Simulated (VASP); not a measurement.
# Ru (P6_3/mmc) in VASP: notebook

The runs below take Ru through single point, relaxation of cell and atoms, with RPBE.

Everything below comes from runs of VASP 6.6.1. Logs are shortened: lines on timing, memory, paths and dates and some standing lists are left out, and cuts for length are marked.

### Step 1. The cell of the first run

The structure is hexagonal, space group P6_3/mmc (No. 194). Conventional cell: a = 2.737 Å, b = 2.737 Å, c = 4.309 Å, α = 90.00°, β = 90.00°, γ = 120.00°. Ru (site symmetry -6m2) has 12 Ru at 2.67 to 2.74 Å within 3.5 Å.

### Step 2. Single point, RPBE

File INCAR:

```
PREC     = Accurate       # precision mode
ENCUT    = 520            # plane-wave cutoff, eV
EDIFF    = 1E-7           # SCF threshold, eV
ISMEAR   = -1             # smearing method
SIGMA    = 0.1            # smearing width, eV
LREAL    = False          # projectors in reciprocal space
LASPH    = True           # aspherical terms in the spheres
NELM     = 80             # most SCF steps
ALGO     = Normal         # electronic algorithm
ISIF     = 2              # what is computed and relaxed
LWAVE    = False          # write WAVECAR
LCHARG   = False          # write CHGCAR
GGA      = RP             # functional
NBANDS   = 21             # bands
```

File KPOINTS:

```
Automatic mesh
0
Gamma
  13 13 8
```

File POSCAR:

```
Ru
1.0
    2.7367798362      0.0000000000      0.0000000000
   -1.3683899181      2.3701208627      0.0000000000
    0.0000000000      0.0000000000      4.3091291128
Ru
2
Direct
    0.3333333333      0.6666666667      0.2500000000
    0.6666666667      0.3333333333      0.7500000000
```

Potentials or basis: VASP PAW PBE potentials, release 64 (Ru_pv).

The run is started by

```console
$ cat potpaw_PBE.64/Ru_pv/POTCAR > POTCAR
$ mpirun -np 1 vasp_std > vasp.out
```

OUTCAR:

```text
PREC = Accurate
   ENCUT = 520
   EDIFF = 1E-7
   ISMEAR = -1
   LREAL = False
   LASPH = True
   NELM = 80
   ISIF = 2
   GGA = RP

 ion  position               nearest neighbor table
   1  0.333  0.667  0.250-   2 2.67   2 2.67   2 2.67   2 2.67   2 2.67   2 2.67
   2  0.667  0.333  0.750-   1 2.67   1 2.67   1 2.67   1 2.67   1 2.67   1 2.67

  LATTYP: Found a hexagonal cell.
 ALAT       =     2.7367798362
 C/A-ratio  =     1.5745253074

  Lattice vectors:

 A1 = (   2.7367798362,   0.0000000000,   0.0000000000)
 A2 = (  -1.3683899181,   2.3701208627,   0.0000000000)
 A3 = (   0.0000000000,   0.0000000000,   4.3091291128)

Analysis of symmetry for initial positions (statically):
=====================================================================
 Subroutine PRICEL returns:
 Original cell was already a primitive cell.

 Routine SETGRP: Setting up the symmetry group for a
 hexagonal supercell.

 Subroutine GETGRP returns: Found 24 space group operations
 (whereof 12 operations were pure point group operations)
 out of a pool of 24 trial point group operations.

The static configuration has the point symmetry D_3d.
 The point group associated with its full space group is D_6h.

Analysis of symmetry for dynamics (positions and initial velocities):
=====================================================================
 Subroutine PRICEL returns:
 Original cell was already a primitive cell.

 Routine SETGRP: Setting up the symmetry group for a
 hexagonal supercell.

 Subroutine GETGRP returns: Found 24 space group operations
 (whereof 12 operations were pure point group operations)
 out of a pool of 24 trial point group operations.

The dynamic configuration has the point symmetry D_3d.
 The point group associated with its full space group is D_6h.

 Subroutine INISYM returns: Found 24 space group operations
 (whereof 12 operations are pure point group operations),
 and found     1 'primitive' translations

----------------------------------------------------------------------------------------

                                     Primitive cell

  volume of cell :      27.9512

  direct lattice vectors                    reciprocal lattice vectors
     2.736779836  0.000000000  0.000000000     0.365392929  0.210959706  0.000000000
    -1.368389918  2.370120863  0.000000000     0.000000000  0.421919412  0.000000000
     0.000000000  0.000000000  4.309129113     0.000000000  0.000000000  0.232065453

  length of vectors
     2.736779836  2.736779836  4.309129113     0.421919412  0.421919412  0.232065453

  position of ions in fractional coordinates (direct lattice)
     0.333333333  0.666666667  0.250000000
     0.666666667  0.333333333  0.750000000

  ion indices of the primitive-cell ions
   primitive index   ion index
                 1           1
                 2           2

----------------------------------------------------------------------------------------

 KPOINTS: Automatic mesh

Automatic generation of k-mesh.
 Grid dimensions read from file:
 generate k-points for:   13   13    8

 Generating k-lattice:

  Cartesian coordinates                     Fractional coordinates (reciprocal lattice)
     0.028107148  0.016227670  0.000000000     0.076923077  0.000000000  0.000000000
     0.000000000  0.032455339  0.000000000     0.000000000  0.076923077  0.000000000
     0.000000000  0.000000000  0.029008182     0.000000000  0.000000000  0.125000000

  Length of vectors
     0.032455339  0.032455339  0.029008182

  Shift w.r.t. Gamma in fractional coordinates (k-lattice)
     0.000000000  0.000000000  0.000000000

 Subroutine IBZKPT returns following result:
 ===========================================

 Found    105 irreducible k-points:

 Following reciprocal coordinates:
            Coordinates               Weight
  0.000000  0.000000  0.000000      1.000000
  0.076923 -0.000000  0.000000      6.000000
  0.153846 -0.000000  0.000000      6.000000
  0.230769 -0.000000  0.000000      6.000000
  0.307692 -0.000000  0.000000      6.000000
  0.384615  0.000000  0.000000      6.000000
[... 16 lines left out ...]
  0.076923 -0.000000  0.125000     12.000000
  0.153846 -0.000000  0.125000     12.000000
 [... further k-points ...]
   k-points           NKPTS =    105   k-points in BZ     NKDIM =    105   number of bands    NBANDS=     21
   number of dos      NEDOS =    301   number of ions     NIONS =      2
   total plane-waves  NPLWV =  12800
   dimension x,y,z NGX =    20 NGY =   20 NGZ =   32
   dimension x,y,z NGXF=    40 NGYF=   40 NGZF=   64
   ions per type =               2
   NGX,Y,Z   is equivalent  to a cutoff of  12.15, 12.15, 12.35 a.u.
   NGXF,Y,Z  is equivalent  to a cutoff of  24.30, 24.30, 24.69 a.u.
 SYSTEM =  unknown system
   PREC   = accura    normal or accurate (medium, high low for compatibility)
   ISTART =      0    job   : 0-new  1-cont  2-samecut
   ICHARG =      2    charge: 1-file 2-atom 10-const
   ISPIN  =      1    spin polarized calculation?
   LNONCOLLINEAR =      F non collinear calculations
   LSORBIT =      F    spin-orbit coupling
   LASPH  =      T    aspherical Exc in radial PAW
   ENCUT  =  520.0 eV  38.22 Ry    6.18 a.u.   5.09  5.09  8.01*2*pi/ulx,y,z
   NELM   =     80;   NELMIN=  2; NELMDL= -5     # of ELM steps
   EDIFF  = 0.1E-06   stopping-criterion for ELM
   LREAL  =      F    real-space projection
   EDIFFG = 0.1E-05   stopping-criterion for IOM
   NSW    =      0    number of steps for IOM
   IBRION =     -1    ionic relax: 0-MD 1-quasi-New 2-CG
   NFREE  =      0    steps in history (QN), initial steepest desc. (CG)
   ISIF   =      2    stress and relaxation
   ISYM   =      2    0-nonsym 1-usesym 2-fastsym
   POTIM  = 0.5000    time-step for ionic-motion
   TEBEG  =    0.0;   TEEND  =   0.0 temperature during run
   PSTRESS=    0.0 pullay stress
   NELECT =      28.0000    total number of electrons
   NUPDOWN=      -1.0000    fix difference up-down
   EMIN   =  10.00;   EMAX   =-10.00  energy-range for DOS
   EFERMI =   0.00;   METHOD = LEGACY
   ISMEAR =    -1;   SIGMA  =   0.10  broadening in eV -4-tet -1-fermi 0-gaus
   EFERMI_NEDOS =   21; number of points for ismear=-14 and -15
   IALGO  =     38    algorithm
   IMIX   =      4    mixing-type and parameters
     AMIX     =   0.40;   BMIX     =  1.00
     AMIX_MAG =   1.60;   BMIX_MAG =  1.00
  volume/ion in A,a.u.               =      13.98        94.31
  Fermi-wavevector in a.u.,A,eV,Ry     =   1.638052  3.095469 36.507326  2.683213
  Thomas-Fermi vector in A             =   2.729089
   LORBIT       =      0    0 simple, 1 ext, 2 COOP (PROOUT), +10 PAW based schemes
   GGA     = RP    functional components
   LHFCALC =     F    Hartree Fock is set to
   AEXX    =    0.0000 exact exchange contribution
   IVDW    =     0    specifies the selected vdW correction
   LEPSILON=     F    determine dielectric tensor
   LRPA    =     F    only Hartree local field effects (RPA)
 non-spin polarized calculation
  energy-cutoff  :      520.00
  volume of cell :       27.95
 maximum number of plane-waves:       770
   NGX = 11   NGY = 11   NGZ = 17

 number of electron      28.0000012 magnetization

 Free energy of the ion-electron system (eV)
  ---------------------------------------------------
  ext. energy  EPLUGINS =         0.00000000
  ---------------------------------------------------
  free energy    TOTEN  =       -17.20187818 eV

  energy without entropy =      -17.14438383  energy(sigma->0) =      -17.17313100

 E-fermi :  12.4264     XC(G=0): -13.8649

 val. band max:       12.3921007822   @ k =   0.4615   0.0769   0.2500
 cond. band min:      12.4313899811   @ k =   0.0769  -0.0000   0.3750
 fundamental gap:      0.0392891990
 Fermi energy:        12.4263934539

 k-point     1 :       0.0000    0.0000    0.0000
  band No.  band energies     occupation
      1     -31.1572      2.00000
      2     -30.3098      2.00000
      3     -30.3098      2.00000
      4     -30.1504      2.00000
      5     -30.1504      2.00000
      6     -30.1082      2.00000
[... 13 lines left out ...]
     20      22.9461      0.00000
     21      22.9480      0.00000

 k-point     2 :       0.0769   -0.0000    0.0000
  band No.  band energies     occupation
      1     -31.1389      2.00000
      2     -30.3477      2.00000
      3     -30.3228      2.00000
      4     -30.1901      2.00000
      5     -30.1555      2.00000
      6     -30.1170      2.00000
[... 13 lines left out ...]
     20      22.9462      0.00000
     21      22.9479      0.00000

 k-point     3 :       0.1538   -0.0000    0.0000
  band No.  band energies     occupation
      1     -31.0860      2.00000
      2     -30.4529      2.00000
      3     -30.3578      2.00000
      4     -30.2983      2.00000
      5     -30.1707      2.00000
      6     -30.1433      2.00000
[... 13 lines left out ...]
     20      22.9462      0.00000
     21      22.9475      0.00000

 k-point     4 :       0.2308   -0.0000    0.0000
  band No.  band energies     occupation
      1     -31.0048      2.00000
      2     -30.6015      2.00000
      3     -30.4466      2.00000
      4     -30.4052      2.00000
      5     -30.1935      2.00000
      6     -30.1871      2.00000
[... 13 lines left out ...]
     20      22.9462      0.00000
     21      22.9472      0.00000

 k-point     5 :       0.3077   -0.0000    0.0000
  band No.  band energies     occupation
      1     -30.9056      2.00000
      2     -30.7595      2.00000
      3     -30.5987      2.00000
      4     -30.4539      2.00000
      5     -30.2463      2.00000
      6     -30.2192      2.00000
[... 13 lines left out ...]
     20      22.9462      0.00000
     21      22.9468      0.00000
[... 382 lines left out ...]
     20      22.9462      0.00000
     21      22.9462      0.00000

 k-point    22 :       0.0000    0.0000    0.1250
  band No.  band energies     occupation
      1     -31.1192      2.00000
      2     -30.3038      2.00000
      3     -30.3038      2.00000
      4     -30.1565      2.00000
      5     -30.1565      2.00000
      6     -30.1502      2.00000
[... 13 lines left out ...]
     20      22.9462      0.00000
     21      23.2164      0.00000

 k-point    23 :       0.0769   -0.0000    0.1250
  band No.  band energies     occupation
      1     -31.1028      2.00000
      2     -30.3407      2.00000
      3     -30.3165      2.00000
      4     -30.2120      2.00000
      5     -30.1619      2.00000
      6     -30.1418      2.00000
[... 13 lines left out ...]
     20      22.9462      0.00000
     21      23.2091      0.00000

 k-point    24 :       0.1538   -0.0000    0.1250
  band No.  band energies     occupation
      1     -31.0563      2.00000
      2     -30.4428      2.00000
      3     -30.3507      2.00000
      4     -30.3253      2.00000
      5     -30.1779      2.00000
      6     -30.1589      2.00000
[... 13 lines left out ...]
     20      22.9462      0.00000
     21      23.1993      0.00000

 [... further k-points ...]
[... 5 lines left out ...]
  --------------------------------------------------------------------------------------
  -------------------------------------------------------------------------------------
  Total       -0.0102993     -0.0102993     -0.0090544      0.0000000      0.0000000      0.0000000
  in kB       -0.5903617     -0.5903617     -0.5190041      0.0000000      0.0000000      0.0000000
  external PRESSURE =      -0.5665758 kB  Pullay stress =       0.0000000 kB

 VOLUME and BASIS-vectors are now :
 -----------------------------------------------------------------------------
  energy-cutoff  :      520.00
  volume of cell :       27.95
      direct lattice vectors                 reciprocal lattice vectors
     2.736779836  0.000000000  0.000000000     0.365392929  0.210959706  0.000000000
    -1.368389918  2.370120863  0.000000000     0.000000000  0.421919412  0.000000000
     0.000000000  0.000000000  4.309129113     0.000000000  0.000000000  0.232065453

 POSITION                                       TOTAL-FORCE (eV/Angst)
 -----------------------------------------------------------------------------------
     -0.00000      1.58008      1.07728        -0.000000      0.000000      0.000000
      1.36839      0.79004      3.23185         0.000000     -0.000000      0.000000
 -----------------------------------------------------------------------------------
    total drift:                               -0.000000      0.000000     -0.000000

  FREE ENERGIE OF THE ION-ELECTRON SYSTEM (eV)
  ---------------------------------------------------
  free  energy   TOTEN  =       -17.2018781759 eV

  energy  without entropy=      -17.1443838261  energy(sigma->0) =      -17.17313100
```

Wall time 36 s (1 thread of Intel Xeon 6975P-C, shared host); peak memory 0.17 GiB.

What came out:

* Free energy: -17.2019 eV
* Pressure: -0.1 GPa
* Band gap on the k mesh: zero (band 14 reaches 13.84 eV, above the bottom of band 15 at 10.90 eV)

Caveat: the PAW data sets were made with another functional, which shifts forces and pressure a little.

(Continued in part 2 of 2.)
